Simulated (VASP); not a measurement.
# MgI2 (P-3m1) in VASP: further runs, part 2 of 2

VASP 6.6.1. The steps go on from the part before.

## Step 3: Single point, PBE

The input, INCAR:

```
SYSTEM = MgI2
PREC = Accurate ; ENCUT = 520
EDIFF = 1E-7 ; ISMEAR = 0
SIGMA = 0.05 ; LREAL = .FALSE.
LASPH = .TRUE. ; NELM = 60
ALGO = Normal ; ISIF = 2
LWAVE = .FALSE. ; LCHARG = .FALSE.
GGA = PE ; NBANDS = 15
```

The input, KPOINTS:

```
Automatic mesh
0
G
  6 6 4
  0 0 0
```

The input, POSCAR:

```
MgI2
1.0
    4.1387920735      0.0000000000      0.0000000000
   -2.0693960368      3.5842990767      0.0000000000
    0.0000000000      0.0000000000      7.6847014931
Mg I
1 2
Direct
    0.0000000000      0.0000000000      0.0000000000
    0.3333333333      0.6666666667      0.8012283115
    0.6666666667      0.3333333333      0.1987716885
```

Potentials or basis: VASP PAW PBE potentials, release 64 (Mg, I).

Launch:

```bash
cat potpaw_PBE.64/Mg/POTCAR potpaw_PBE.64/I/POTCAR > POTCAR
mpirun -np 1 vasp_std > vasp.out
```

Wall time 29 s (1 thread of Intel Xeon Platinum 8375C at 2.90GHz (Ice Lake), shared host); peak memory 0.25 GiB.

It converged, with:

- Free energy: -7.5787 eV
- Pressure: 3.3 GPa
- Largest force: 0.949 eV/Å
- Band gap on the k mesh: 3.82 eV, indirect (least direct gap 4.18 eV)

Forces in eV/Å, atoms in the order of the input:
```
Mg   0.000  0.000  0.000
I    0.000  0.000 -0.949
I    0.000  0.000  0.949
```

Stress tensor (GPa, compression positive):
```
2.97 0.00 0.00
0.00 2.97 0.00
0.00 0.00 4.07
```

Levels at points of the mesh, in eV from the valence-band top:
| k point | band 6 | band 7 | band 8 | band 9 | band 10 | band 11 |
| --- | --- | --- | --- | --- | --- | --- |
| (0.00, 0.00, 0.00) | -0.07 | 0.00 | 0.00 | 4.18 | 4.92 | 6.69 |
| (0.50, 0.00, 0.00) | -1.30 | -0.52 | -0.37 | 3.82 | 5.68 | 6.06 |
| (0.00, 0.00, 0.50) | -0.42 | -0.01 | -0.01 | 4.75 | 4.95 | 6.65 |
| (0.50, 0.00, 0.50) | -1.11 | -0.51 | -0.40 | 3.85 | 5.71 | 5.92 |

Caveat: spin-orbit coupling is left out, which moves the levels of the heavy elements; this functional lacks dispersion, which binds the layers, so the pressure and a relaxed spacing across them are unreliable. PBE gaps usually lie below the measured ones, often by a third to a half.

## Step 4: Single point, PBE

The input, INCAR:

```
SYSTEM = MgI2
  PREC = Accurate
  ENCUT = 520
  EDIFF = 1E-6
  ISMEAR = 0
  SIGMA = 0.05
  LREAL = .False.
  LASPH = .True.
  NELM = 100
  ALGO = Normal
  ISIF = 2
  LWAVE = .False.
  LCHARG = .True.
  GGA = PE
  LELF = .True.
  LVHAR = .True.
  NBANDS = 15
```

The input, KPOINTS:

```
Automatic mesh
0
Gamma
  6 6 4
  0 0 0
```

The input, POSCAR:

```
MgI2
1.0
    4.1387920735      0.0000000000      0.0000000000
   -2.0693960368      3.5842990767      0.0000000000
    0.0000000000      0.0000000000      7.6847014931
Mg I
1 2
Direct
    0.0000000000      0.0000000000      0.0000000000
    0.3333333333      0.6666666667      0.7935475476
    0.6666666667      0.3333333333      0.2064524524
```

Launch:

```bash
cat potpaw_PBE.64/Mg/POTCAR potpaw_PBE.64/I/POTCAR > POTCAR
mpirun -np 1 vasp_std > vasp.out
```

It took 26 s on 1 thread of Intel Xeon Platinum 8375C at 2.90GHz (Ice Lake), shared host; peak memory 0.24 GiB.

Results (log left out):

* Free energy: -7.6687 eV
* Pressure: 2.3 GPa
* Largest force: 0.583 eV/Å
* Band gap on the k mesh: 3.75 eV, indirect (least direct gap 4.04 eV)

Forces in eV/Å, atoms in the order of the input:
```
Mg   0.000  0.000  0.000
I    0.000  0.000 -0.583
I    0.000  0.000  0.583
```

Stress tensor (GPa, compression positive):
```
2.08 0.00 0.00
0.00 2.08 0.00
0.00 0.00 2.61
```

Levels at points of the mesh, in eV from the valence-band top:
```csv
k point,band 4,band 5,band 6,band 7,band 8,band 9,band 10,band 11,band 12,band 13
"(0.00, 0.00, 0.00)",-0.37,-0.37,-0.20,0.00,0.00,4.04,4.92,6.72,6.72,6.89
"(0.50, 0.00, 0.00)",-2.92,-1.41,-1.32,-0.62,-0.40,3.77,5.57,5.88,7.52,7.84
"(0.00, 0.00, 0.50)",-0.78,-0.36,-0.36,-0.01,-0.01,4.67,4.94,6.67,6.67,7.11
"(0.50, 0.00, 0.50)",-3.00,-1.29,-1.19,-0.61,-0.45,3.76,5.58,5.77,6.46,7.83
```

Caveat: spin-orbit coupling is left out, which moves the levels of the heavy elements; this functional lacks dispersion, which binds the layers, so the pressure and a relaxed spacing across them are unreliable.

## Step 5: Single point, PBE

This run uses another cell than the first one, of 38.64 Å³/atom, 1.017 times its volume.

The input, INCAR:

```
SYSTEM = MgI2
ALGO = Normal
EDIFF = 1E-7
ENCUT = 520
GGA = PE
ISIF = 2
ISMEAR = 0
LASPH = .TRUE.
LCHARG = .FALSE.
LREAL = .FALSE.
LWAVE = .FALSE.
NBANDS = 15
NELM = 100
PREC = Accurate
SIGMA = 0.05
```

The input, KPOINTS:

```
k-points
0
G
  6 6 4
  0 0 0
```

The input, POSCAR:

```
MgI2
1.0
    4.1618263529      0.0000000000      0.0000000000
   -2.0809131765      3.6042473478      0.0000000000
    0.0000000000      0.0000000000      7.7274703875
Mg I
1 2
Direct
    0.0000000000      0.0000000000      0.0000000000
    0.3333333333      0.6666666667      0.7973879295
    0.6666666667      0.3333333333      0.2026120705
```

Potentials or basis: VASP PAW PBE potentials, release 64 (Mg, I).

Launch:

```bash
cat potpaw_PBE.64/Mg/POTCAR potpaw_PBE.64/I/POTCAR > POTCAR
mpirun -np 1 vasp_std > vasp.out
```

OUTCAR:

```text
SYSTEM = MgI2
   EDIFF = 1E-7
   ENCUT = 520
   GGA = PE
   ISIF = 2
   ISMEAR = 0
   LASPH = .TRUE.
   LREAL = .FALSE.
   NELM = 100
   PREC = Accurate

 ion  position               nearest neighbor table
   1  0.000  0.000  0.000-   2 2.87   3 2.87   3 2.87   2 2.87   3 2.87   2 2.87
   2  0.333  0.667  0.797-   1 2.87   1 2.87   1 2.87
   3  0.667  0.333  0.203-   1 2.87   1 2.87   1 2.87

  LATTYP: Found a hexagonal cell.
 ALAT       =     4.1618263529
 C/A-ratio  =     1.8567498334

  Lattice vectors:
[... 621 lines left out ...]

  FORCE on cell =-STRESS in cart. coord.  units (eV):
  Direction    XX          YY          ZZ          XY          YZ          ZX
  --------------------------------------------------------------------------------------
  -------------------------------------------------------------------------------------
  Total        1.3955269      1.3955269      2.0395202     -0.0000000      0.0000000     -0.0000000
  in kB       19.2891412     19.2891412     28.1904948     -0.0000000      0.0000000     -0.0000000
  external PRESSURE =      22.2562590 kB  Pullay stress =       0.0000000 kB

 VOLUME and BASIS-vectors are now :
 -----------------------------------------------------------------------------
  energy-cutoff  :      520.00
  volume of cell :      115.91
      direct lattice vectors                 reciprocal lattice vectors
     4.161826353  0.000000000  0.000000000     0.240279126  0.138725218  0.000000000
    -2.080913177  3.604247348  0.000000000     0.000000000  0.277450437  0.000000000
     0.000000000  0.000000000  7.727470388     0.000000000  0.000000000  0.129408454

 POSITION                                       TOTAL-FORCE (eV/Angst)
 -----------------------------------------------------------------------------------
      0.00000      0.00000      0.00000        -0.000000      0.000000      0.000000
     -0.00000      2.40283      6.16179         0.000000      0.000000     -0.651943
      2.08091      1.20142      1.56568        -0.000000     -0.000000      0.651943
 -----------------------------------------------------------------------------------
    total drift:                               -0.000000      0.000000      0.000000

  FREE ENERGIE OF THE ION-ELECTRON SYSTEM (eV)
  ---------------------------------------------------
  free  energy   TOTEN  =        -7.6590248782 eV

  energy  without entropy=       -7.6590248782  energy(sigma->0) =       -7.65902488
```

stdout:

```text
POSCAR found type information on POSCAR MgI
 POSCAR found :  2 types and       3 ions
 scaLAPACK will be used
 LDA part: xc-table for (Slater+PW92), standard interpolation
 POSCAR, INCAR and KPOINTS ok, starting setup
 FFT: planning ... GRIDC
 FFT: planning ... GRID_SOFT
 FFT: planning ... GRID
 WAVECAR not read
 entering main loop
```

Run time: 28 s. Hardware: 1 thread of Intel Xeon Platinum 8375C at 2.90GHz (Ice Lake), shared host; peak memory 0.25 GiB.

Results:

```
Free energy            : -7.6590 eV
Pressure               : 2.2 GPa
Largest force          : 0.652 eV/Å
Band gap on the k mesh : 3.79 eV, indirect (least direct gap 4.05 eV)
```

Forces on the atoms (eV/Å):
```
Mg   0.000  0.000  0.000
I    0.000  0.000 -0.652
I    0.000  0.000  0.652
```

Levels at points of the mesh, in eV from the valence-band top:
| k point | band 4 | band 5 | band 6 | band 7 | band 8 | band 9 | band 10 | band 11 | band 12 | band 13 |
| --- | --- | --- | --- | --- | --- | --- | --- | --- | --- | --- |
| (0.00, 0.00, 0.00) | -0.39 | -0.39 | -0.13 | 0.00 | 0.00 | 4.05 | 4.92 | 6.69 | 6.69 | 6.89 |
| (0.50, 0.00, 0.00) | -2.86 | -1.33 | -1.31 | -0.54 | -0.37 | 3.79 | 5.62 | 5.99 | 7.59 | 7.95 |
| (0.00, 0.00, 0.50) | -0.66 | -0.37 | -0.37 | -0.01 | -0.01 | 4.64 | 4.94 | 6.65 | 6.65 | 7.05 |
| (0.50, 0.00, 0.50) | -2.93 | -1.31 | -1.12 | -0.53 | -0.41 | 3.80 | 5.64 | 5.88 | 6.57 | 7.87 |

Caveat: spin-orbit coupling is left out, which moves the levels of the heavy elements; this functional lacks dispersion, which binds the layers, so the pressure and a relaxed spacing across them are unreliable.

## Step 6: Single point, PBE

This run uses another cell than the first one, of 38.64 Å³/atom, 1.017 times its volume.

The input, INCAR:

```
SYSTEM = MgI2
PREC     = Accurate       ! precision mode
ENCUT    = 520            ! plane-wave cutoff, eV
EDIFF    = 1E-6           ! SCF threshold, eV
ISMEAR   = 0              ! smearing method
SIGMA    = 0.05           ! smearing width, eV
LREAL    = .FALSE.        ! projectors in reciprocal space
LASPH    = .TRUE.         ! aspherical terms in the spheres
NELM     = 60             ! most SCF steps
ALGO     = Normal         ! electronic algorithm
ISIF     = 2              ! what is computed and relaxed
LWAVE    = .FALSE.        ! write WAVECAR
LCHARG   = .FALSE.        ! write CHGCAR
GGA      = PE             ! functional
NBANDS   = 15             ! bands
```

The input, KPOINTS:

```
Automatic mesh
0
G
  6 6 4
  0 0 0
```

The input, POSCAR:

```
MgI2
1.0
    4.1618263529      0.0000000000      0.0000000000
   -2.0809131765      3.6042473478      0.0000000000
    0.0000000000      0.0000000000      7.7274703875
Mg I
1 2
Direct
    0.0000000000      0.0000000000      0.0000000000
    0.3333333333      0.6666666667      0.7743456377
    0.6666666667      0.3333333333      0.2256543623
```

Potentials or basis: VASP PAW PBE potentials, release 64 (Mg, I).

Launch:

```bash
cat potpaw_PBE.64/Mg/POTCAR potpaw_PBE.64/I/POTCAR > POTCAR
mpirun -np 1 vasp_std > vasp.out
```

It took 25 s on 1 thread of Intel Xeon Platinum 8375C at 2.90GHz (Ice Lake), shared host; peak memory 0.24 GiB.

Results (log left out):

```yaml
Free_energy: -7.7186 eV
Pressure: -0.4 GPa
Largest_force: 0.272 eV/Å
Band_gap_on_the_k_mesh: 3.44 eV, indirect (least direct gap 3.55 eV)
```

Forces on the atoms (eV/Å):
```
Mg   0.000  0.000  0.000
I    0.000  0.000  0.272
I    0.000  0.000 -0.272
```

Stress tensor (GPa, compression positive):
```
 0.02  0.00  0.00
 0.00  0.02  0.00
 0.00  0.00 -1.22
```

Levels at points of the mesh, in eV from the valence-band top:
```tsv
k point	band 6	band 7	band 8	band 9	band 10	band 11
(0.00, 0.00, 0.00)	-0.25	0.00	0.00	3.55	4.92	6.76
(0.50, 0.00, 0.00)	-1.12	-0.83	-0.45	3.55	5.28	5.53
(0.00, 0.00, 0.50)	-0.22	-0.03	-0.03	4.35	4.90	6.70
(0.50, 0.00, 0.50)	-1.07	-0.82	-0.52	3.44	5.20	5.55
```

Caveat: spin-orbit coupling is left out, which moves the levels of the heavy elements; this functional lacks dispersion, which binds the layers, so the pressure and a relaxed spacing across them are unreliable. A k mesh can miss the band edges.
